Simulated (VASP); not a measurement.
# CdTe (I-4m2) in VASP: a series of runs

The runs below take CdTe through single point, with r2SCAN.

Program: VASP 6.6.1. These are calculated values, not measurements. Logs are shortened: lines on timing, memory, paths and dates and some standing lists are left out, and cuts for length are marked.

**1. The cell of the first run**

The structure is tetragonal, space group I-4m2 (No. 119). The conventional cell has a = 4.646 Å, b = 4.646 Å, c = 6.250 Å, α = 90.00°, β = 90.00°, γ = 90.00°. Cd (site symmetry -4m2) has 4 Te at 2.80 Å within 3.7 Å. Te (site symmetry -4m2) has 4 Cd at 2.80 Å within 3.7 Å.

**2. Single point, r2SCAN (strain +0.025 along x and y, -0.025 along z)**

The input, POSCAR:

```
CdTe
1.0
    0.0000000000      3.2851250000      3.1248750000
    3.2851250000      0.0000000000      3.1248750000
    3.2851250000      3.2851250000      0.0000000000
Cd Te
1 1
Direct
    0.0000000000      0.0000000000      0.0000000000
    0.7500000000      0.7500000000      0.7500000000
```

The input, INCAR.step1:

```
PREC = Accurate ; ENCUT = 520
ISMEAR = 0 ; SIGMA = 0.05
LREAL = False ; LASPH = True
NELM = 80 ; NBANDS = 16
GGA = PE ; ALGO = Normal
EDIFF = 1E-4 ; LWAVE = True
LCHARG = False
```

The input, INCAR.step2:

```
PREC = Accurate ; ENCUT = 520
EDIFF = 1E-6 ; ISMEAR = 0
SIGMA = 0.05 ; LREAL = False
LASPH = True ; NELM = 80
ALGO = Normal ; ISIF = 2
LWAVE = False ; LCHARG = False
METAGGA = R2SCAN ; LMIXTAU = True
NBANDS = 16 ; ISTART = 1
```

The input, KPOINTS:

```
Automatic mesh
0
Gamma
  8 8 8
```

Potentials or basis: VASP PAW PBE potentials, release 64 (Cd, Te).

Run with:

```bash
> cat potpaw_PBE.64/Cd/POTCAR potpaw_PBE.64/Te/POTCAR > POTCAR
> cp INCAR.step1 INCAR
> mpirun -np 1 vasp_std > vasp.out
> cp INCAR.step2 INCAR
> mpirun -np 1 vasp_std > vasp.out
```

OUTCAR:

```text
PREC = Accurate
   ENCUT = 520
   EDIFF = 1E-6
   ISMEAR = 0
   LREAL = False
   LASPH = True
   NELM = 80
   ISIF = 2
   METAGGA = R2SCAN
   ISTART = 1

 ion  position               nearest neighbor table
   1  0.000  0.000  0.000-   2 2.80   2 2.80   2 2.80   2 2.80
   2  0.750  0.750  0.750-   1 2.80   1 2.80   1 2.80   1 2.80

  LATTYP: Found a body centered tetragonal cell.
 ALAT       =     4.6458683291
 C/A-ratio  =     1.3452275349

  Lattice vectors:

 A1 = (   0.0000000000,  -3.2851250000,  -3.1248750000)
 A2 = (   0.0000000000,   3.2851250000,  -3.1248750000)
 A3 = (   3.2851250000,   0.0000000000,   3.1248750000)

Analysis of symmetry for initial positions (statically):
=====================================================================
 Subroutine PRICEL returns:
 Original cell was already a primitive cell.

 Routine SETGRP: Setting up the symmetry group for a
 body centered tetragonal supercell.

 Subroutine GETGRP returns: Found  8 space group operations
 (whereof  8 operations were pure point group operations)
 out of a pool of 16 trial point group operations.

The static configuration has the point symmetry D_2d.

Analysis of symmetry for dynamics (positions and initial velocities):
=====================================================================
 Subroutine PRICEL returns:
 Original cell was already a primitive cell.

 Routine SETGRP: Setting up the symmetry group for a
 body centered tetragonal supercell.

 Subroutine GETGRP returns: Found  8 space group operations
 (whereof  8 operations were pure point group operations)
 out of a pool of 16 trial point group operations.

The dynamic configuration has the point symmetry D_2d.

 Subroutine INISYM returns: Found  8 space group operations
 (whereof  8 operations are pure point group operations),
 and found     1 'primitive' translations

----------------------------------------------------------------------------------------

                                     Primitive cell

  volume of cell :      67.4476

  direct lattice vectors                    reciprocal lattice vectors
     0.000000000  3.285125000  3.124875000    -0.152201210  0.152201210  0.160006400
     3.285125000  0.000000000  3.124875000     0.152201210 -0.152201210  0.160006400
     3.285125000  3.285125000  0.000000000     0.152201210  0.152201210 -0.160006400

  length of vectors
     4.533970669  4.533970669  4.645868329     0.268202283  0.268202283  0.268202283

  position of ions in fractional coordinates (direct lattice)
     0.000000000  0.000000000  0.000000000
     0.750000000  0.750000000  0.750000000

  ion indices of the primitive-cell ions
   primitive index   ion index
                 1           1
                 2           2

----------------------------------------------------------------------------------------

 KPOINTS: Automatic mesh

Automatic generation of k-mesh.
 Grid dimensions read from file:
 generate k-points for:    8    8    8

 Generating k-lattice:

  Cartesian coordinates                     Fractional coordinates (reciprocal lattice)
    -0.019025151  0.019025151  0.020000800     0.125000000 -0.000000000  0.000000000
     0.019025151 -0.019025151  0.020000800    -0.000000000  0.125000000  0.000000000
     0.019025151  0.019025151 -0.020000800     0.000000000  0.000000000  0.125000000

  Length of vectors
     0.033525285  0.033525285  0.033525285

  Shift w.r.t. Gamma in fractional coordinates (k-lattice)
     0.000000000  0.000000000  0.000000000

 Subroutine IBZKPT returns following result:
 ===========================================

 Found     59 irreducible k-points:

 Following reciprocal coordinates:
            Coordinates               Weight
  0.000000  0.000000  0.000000      1.000000
  0.125000  0.000000  0.000000      8.000000
  0.250000  0.000000  0.000000      8.000000
  0.375000  0.000000  0.000000      8.000000
  0.500000  0.000000  0.000000      4.000000
  0.125000  0.125000  0.000000      2.000000
[... 16 lines left out ...]
  0.250000  0.000000  0.125000     16.000000
  0.375000  0.000000  0.125000     16.000000
 [... further k-points ...]
   k-points           NKPTS =     59   k-points in BZ     NKDIM =     59   number of bands    NBANDS=     16
   number of dos      NEDOS =    301   number of ions     NIONS =      2
   total plane-waves  NPLWV =  46656
   dimension x,y,z NGX =    36 NGY =   36 NGZ =   36
   dimension x,y,z NGXF=    72 NGYF=   72 NGZF=   72
   ions per type =               1   1
   NGX,Y,Z   is equivalent  to a cutoff of  13.20, 13.20, 12.88 a.u.
   NGXF,Y,Z  is equivalent  to a cutoff of  26.40, 26.40, 25.76 a.u.
 SYSTEM =  unknown system
   PREC   = accura    normal or accurate (medium, high low for compatibility)
   ISTART =      1    job   : 0-new  1-cont  2-samecut
   ICHARG =      0    charge: 1-file 2-atom 10-const
   ISPIN  =      1    spin polarized calculation?
   LNONCOLLINEAR =      F non collinear calculations
   LSORBIT =      F    spin-orbit coupling
   LASPH  =      T    aspherical Exc in radial PAW
   ENCUT  =  520.0 eV  38.22 Ry    6.18 a.u.   8.43  8.43  8.64*2*pi/ulx,y,z
   NELM   =     80;   NELMIN=  2; NELMDL=  0     # of ELM steps
   EDIFF  = 0.1E-05   stopping-criterion for ELM
   LREAL  =      F    real-space projection
   EDIFFG = 0.1E-04   stopping-criterion for IOM
   NSW    =      0    number of steps for IOM
   IBRION =     -1    ionic relax: 0-MD 1-quasi-New 2-CG
   NFREE  =      0    steps in history (QN), initial steepest desc. (CG)
   ISIF   =      2    stress and relaxation
   ISYM   =      2    0-nonsym 1-usesym 2-fastsym
   POTIM  = 0.5000    time-step for ionic-motion
   TEBEG  =    0.0;   TEEND  =   0.0 temperature during run
   PSTRESS=    0.0 pullay stress
   NELECT =      18.0000    total number of electrons
   NUPDOWN=      -1.0000    fix difference up-down
   EMIN   =  10.00;   EMAX   =-10.00  energy-range for DOS
   EFERMI =   0.00;   METHOD = LEGACY
   ISMEAR =     0;   SIGMA  =   0.05  broadening in eV -4-tet -1-fermi 0-gaus
   EFERMI_NEDOS =   21; number of points for ismear=-14 and -15
   IALGO  =     38    algorithm
   IMIX   =      4    mixing-type and parameters
     AMIX     =   0.40;   BMIX     =  1.00
     AMIX_MAG =   1.60;   BMIX_MAG =  1.00
  volume/ion in A,a.u.               =      33.72       227.58
  Fermi-wavevector in a.u.,A,eV,Ry     =   1.054007  1.991785 15.115132  1.110931
  Thomas-Fermi vector in A             =   2.189151
   LORBIT       =      0    0 simple, 1 ext, 2 COOP (PROOUT), +10 PAW based schemes
   METAGGA = R2SCAN    functional components
   LHFCALC =     F    Hartree Fock is set to
   AEXX    =    0.0000 exact exchange contribution
   IVDW    =     0    specifies the selected vdW correction
   LEPSILON=     F    determine dielectric tensor
   LRPA    =     F    only Hartree local field effects (RPA)
 non-spin polarized calculation
 Gauss-broadening in eV      SIGMA  =   0.05
  energy-cutoff  :      520.00
  volume of cell :       67.45
 maximum number of plane-waves:      1842
 NGX is ok and might be reduce to    36
   NGX = 17   NGY = 17   NGZ = 17

 number of electron      17.9999997 magnetization

 Free energy of the ion-electron system (eV)
  ---------------------------------------------------
  ext. energy  EPLUGINS =         0.00000000
  ---------------------------------------------------
  free energy    TOTEN  =       -46.62000634 eV

  energy without entropy =      -46.62000634  energy(sigma->0) =      -46.62000634

 E-fermi :   2.5262     XC(G=0):  -9.1479

 val. band max:        2.2828922583   @ k =   0.0000   0.0000   0.0000
 cond. band min:       3.4771735207   @ k =   0.0000   0.0000   0.0000
 fundamental gap:      1.1942812624
 Fermi energy:         2.5262091373

 k-point     1 :       0.0000    0.0000    0.0000
  band No.  band energies     occupation
      1      -9.3954      2.00000
      2      -6.4105      2.00000
      3      -6.4105      2.00000
      4      -6.3989      2.00000
      5      -6.1199      2.00000
      6      -6.1125      2.00000
[... 8 lines left out ...]
     15      11.6790      0.00000
     16      12.2824      0.00000

 k-point     2 :       0.1250    0.0000    0.0000
  band No.  band energies     occupation
      1      -9.3334      2.00000
      2      -6.3987      2.00000
      3      -6.3917      2.00000
      4      -6.3562      2.00000
      5      -6.1198      2.00000
      6      -6.1139      2.00000
[... 8 lines left out ...]
     15      11.0586      0.00000
     16      11.4705      0.00000

 k-point     3 :       0.2500    0.0000    0.0000
  band No.  band energies     occupation
      1      -9.1833      2.00000
      2      -6.3726      2.00000
      3      -6.3632      2.00000
      4      -6.1934      2.00000
      5      -6.1165      2.00000
      6      -6.1126      2.00000
[... 8 lines left out ...]
     15      11.0244      0.00000
     16      11.3516      0.00000

 k-point     4 :       0.3750    0.0000    0.0000
  band No.  band energies     occupation
      1      -9.0351      2.00000
      2      -6.3512      2.00000
      3      -6.3387      2.00000
      4      -6.1166      2.00000
      5      -6.1073      2.00000
      6      -5.9104      2.00000
[... 8 lines left out ...]
     15      11.9505      0.00000
     16      12.0567      0.00000
[... 324 lines left out ...]
 k-point    22 :       0.1250    0.0000    0.1250
  band No.  band energies     occupation
      1      -9.3148      2.00000
      2      -6.3884      2.00000
      3      -6.3739      2.00000
      4      -6.3602      2.00000
      5      -6.1257      2.00000
      6      -6.1097      2.00000
[... 8 lines left out ...]
     15      11.2191      0.00000
     16      12.2070      0.00000

 k-point    23 :       0.2500    0.0000    0.1250
  band No.  band energies     occupation
      1      -9.1955      2.00000
      2      -6.3671      2.00000
      3      -6.3493      2.00000
      4      -6.2404      2.00000
      5      -6.1256      2.00000
      6      -6.1048      2.00000
[... 8 lines left out ...]
     15      11.8074      0.00000
     16      12.2932      0.00000

 k-point    24 :       0.3750    0.0000    0.1250
  band No.  band energies     occupation
      1      -9.0474      2.00000
      2      -6.3464      2.00000
      3      -6.3238      2.00000
      4      -6.1364      2.00000
      5      -6.1076      2.00000
      6      -5.9681      2.00000
[... 8 lines left out ...]
     15      11.8511      0.00000
     16      12.5737      0.00000

 [... further k-points ...]
[... 5 lines left out ...]
  --------------------------------------------------------------------------------------
  -------------------------------------------------------------------------------------
  Total        0.7739505      0.7739505      1.0572891      0.0000000      0.0000000      0.0000000
  in kB       18.3847326     18.3847326     25.1152714      0.0000000      0.0000000      0.0000000
  external PRESSURE =      20.6282456 kB  Pullay stress =       0.0000000 kB

 VOLUME and BASIS-vectors are now :
 -----------------------------------------------------------------------------
  energy-cutoff  :      520.00
  volume of cell :       67.45
      direct lattice vectors                 reciprocal lattice vectors
     0.000000000  3.285125000  3.124875000    -0.152201210  0.152201210  0.160006400
     3.285125000  0.000000000  3.124875000     0.152201210 -0.152201210  0.160006400
     3.285125000  3.285125000  0.000000000     0.152201210  0.152201210 -0.160006400

 POSITION                                       TOTAL-FORCE (eV/Angst)
 -----------------------------------------------------------------------------------
      0.00000      0.00000      0.00000         0.000000      0.000000      0.000000
      4.92769      4.92769      4.68731        -0.000000     -0.000000      0.000000
 -----------------------------------------------------------------------------------
    total drift:                                0.000002      0.000002      0.000002

  FREE ENERGIE OF THE ION-ELECTRON SYSTEM (eV)
  ---------------------------------------------------
  free  energy   TOTEN  =       -46.6200063366 eV

  energy  without entropy=      -46.6200063366  energy(sigma->0) =      -46.62000634
```

Run time: 5.2 min. Hardware: 1 thread of Intel Xeon Platinum 8175M at 2.50GHz (Skylake/Cascade Lake), shared host; peak memory 0.25 GiB.

What came out:

* Free energy: -46.6200 eV
* Pressure: 2.1 GPa
* Band gap on the k mesh: 1.19 eV, direct

Caveat: the cell differs from its parent crystal (strain +0.025 along x and y, -0.025 along z); the PAW data sets were made with another functional, which shifts forces and pressure a little; spin-orbit coupling is left out, which moves the levels of the heavy elements.

(Part 1 of 2 ends here.)
